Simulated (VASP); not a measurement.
# Ga (Fd-3m) in VASP: a series of runs, part 2 of 2

VASP 6.6.1.

### 3 Relaxation of cell and atoms, PBE, target pressure 7.4 GPa, at which the enthalpy is minimised

This run uses another cell than the first one, of 20.44 Å³/atom.

Contents of INCAR:

```
SYSTEM = Ga
  ALGO = Normal
  EDIFF = 1E-6
  EDIFFG = -0.005
  ENCUT = 600
  GGA = PE
  IBRION = 2
  ISIF = 3
  ISMEAR = -1
  LASPH = .True.
  LCHARG = .False.
  LREAL = .False.
  LWAVE = .False.
  NELM = 60
  NSW = 60
  PREC = Accurate
  PSTRESS = 74.0
  SIGMA = 0.05
```

Contents of KPOINTS:

```
k-points
0
Gamma
  12 12 12
  0 0 0
```

Contents of POSCAR:

```
Ga
1.0
    0.0000000000      2.7343237500      2.7343237500
    2.7343237500      0.0000000000      2.7343237500
    2.7343237500      2.7343237500      0.0000000000
Ga
2
Direct
   -0.1250000000     -0.1250000000     -0.1250000000
    0.1250000000      0.1250000000      0.1250000000
```

Potentials or basis: VASP PAW PBE potentials, release 64 (Ga_d).

Run with:

```bash
$ cat potpaw_PBE.64/Ga_d/POTCAR > POTCAR
$ mpirun -np 1 vasp_std > vasp.out
```

OUTCAR:

```text
SYSTEM = Ga
   EDIFF = 1E-6
   EDIFFG = -0.005
   ENCUT = 600
   GGA = PE
   IBRION = 2
   ISIF = 3
   ISMEAR = -1
   LASPH = .True.
   LREAL = .False.
   NELM = 60
   NSW = 60
   PREC = Accurate
   PSTRESS = 74.0

 ion  position               nearest neighbor table
   1  0.875  0.875  0.875-   2 2.37   2 2.37   2 2.37   2 2.37
   2  0.125  0.125  0.125-   1 2.37   1 2.37   1 2.37   1 2.37

  LATTYP: Found a face centered cubic cell.
 ALAT       =     5.4686475000

  Lattice vectors:

 A1 = (   0.0000000000,   2.7343237500,   2.7343237500)
 A2 = (   2.7343237500,   0.0000000000,   2.7343237500)
 A3 = (   2.7343237500,   2.7343237500,   0.0000000000)

Analysis of symmetry for initial positions (statically):
=====================================================================
 Subroutine PRICEL returns:
 Original cell was already a primitive cell.

 Routine SETGRP: Setting up the symmetry group for a
 face centered cubic supercell.

 Subroutine GETGRP returns: Found 48 space group operations
 (whereof 12 operations were pure point group operations)
 out of a pool of 48 trial point group operations.

The static configuration has the point symmetry D_3d.
 The point group associated with its full space group is O_h .

Analysis of symmetry for dynamics (positions and initial velocities):
=====================================================================
 Subroutine PRICEL returns:
 Original cell was already a primitive cell.

 Routine SETGRP: Setting up the symmetry group for a
 face centered cubic supercell.

[... 137 lines left out ...]
 non-spin polarized calculation
  energy-cutoff  :      600.00
  volume of cell :       40.89
 maximum number of plane-waves:      1384
   NGX = 15   NGY = 15   NGZ = 15

--------------------------------------- Ionic step        1  -------------------------------------------

 number of electron      25.9999999 magnetization

 Free energy of the ion-electron system (eV)
  ---------------------------------------------------
  ext. energy  EPLUGINS =         0.00000000
  ---------------------------------------------------
  free energy    TOTEN  =        -4.91465052 eV

  energy without entropy =       -4.90361928  energy(sigma->0) =       -4.90913490

 E-fermi :   4.0935     XC(G=0): -10.3044

 val. band max:        4.0920078636   @ k =   0.4167   0.1667   0.0833
 cond. band min:       4.1289128575   @ k =   0.4167   0.1667   0.0000
 fundamental gap:      0.0369049938
 Fermi energy:         4.0935019920

 k-point     1 :       0.0000    0.0000    0.0000
  band No.  band energies     occupation
      1     -10.8792      2.00000
      2     -10.8792      2.00000
      3     -10.8792      2.00000
      4     -10.8226      2.00000
      5     -10.8226      2.00000
      6     -10.3414      2.00000
[... 546 lines left out ...]
--------------------------------------- Ionic step        3  -------------------------------------------

 number of electron      26.0000011 magnetization

 Free energy of the ion-electron system (eV)
  ---------------------------------------------------
  ext. energy  EPLUGINS =         0.00000000
  ---------------------------------------------------
  free energy    TOTEN  =        -5.12019885 eV

  energy without entropy =       -5.10949913  energy(sigma->0) =       -5.11484899

 E-fermi :   3.5144     XC(G=0):  -9.9442

 val. band max:        3.5011867015   @ k =  -0.4167   0.3333   0.0000
 cond. band min:       3.5669115593   @ k =   0.3333   0.2500   0.0000
 fundamental gap:      0.0657248578
 Fermi energy:         3.5144442373

 k-point     1 :       0.0000    0.0000    0.0000
  band No.  band energies     occupation
      1     -11.3500      2.00000
      2     -11.3500      2.00000
      3     -11.3500      2.00000
      4     -11.2994      2.00000
      5     -11.2994      2.00000
      6     -10.8881      2.00000
[... 504 lines left out ...]
  energy  without entropy=       -5.1094991294  energy(sigma->0) =       -5.11484899

  enthalpy is  TOTEN    =        -3.0836991035 eV   P V=        2.0364997457

 reached required accuracy - stopping structural energy minimisation
```

CONTCAR:

```text
Ga
   1.00000000000000
     0.0000000000000000    2.8039982767850846    2.8039982767850846
     2.8039982767850846    0.0000000000000000    2.8039982767850846
     2.8039982767850846    2.8039982767850846    0.0000000000000000
  Ga
     2
Direct
     0.8750000000000000    0.8750000000000000    0.8750000000000000
     0.1250000000000000    0.1250000000000000    0.1250000000000000

  0.00000000E+00  0.00000000E+00  0.00000000E+00
  0.00000000E+00  0.00000000E+00  0.00000000E+00
```

Wall time 2.3 min (1 thread of Intel Xeon 8259CL, shared host); peak memory 0.21 GiB.

Results:

```
Free energy                                                : -5.1202 eV
Relaxed volume                                             : 22.05 Å³/atom
Relaxed cell                                               : a = 3.965 Å, b = 3.965 Å, c = 3.965 Å, α = 60.00°, β = 60.00°, γ = 60.00°
Space group after relaxing (to 0.1 Å)                      : Fd-3m (No. 227)
Energy change on relaxing (the run minimises the enthalpy) : -102.8 meV/atom
Ionic steps                                                : 3
Pressure after relaxing                                    : 7.4 GPa
Band gap on the k mesh                                     : zero (bands 13 and 14 overlap by 4.89 eV)
```

The path:
```csv
step,energy change (eV),largest force (eV/Å),pressure (GPa),volume (Å³)
1,0.0000,0.0000,13.55,40.89
2,-0.2684,0.0000,5.12,45.71
3,-0.2055,0.0000,7.37,44.09
```

Final structure:
```yaml
crystal:
  lattice:
    - [0.00000, 2.80400, 2.80400]
    - [2.80400, 0.00000, 2.80400]
    - [2.80400, 2.80400, 0.00000]
  atoms:
    - { symbol: Ga, position: [0.87500, 0.87500, 0.87500] }
    - { symbol: Ga, position: [0.12500, 0.12500, 0.12500] }
```

Caveat: the cell is relaxed towards a set pressure, so the run minimises the enthalpy, not the energy.
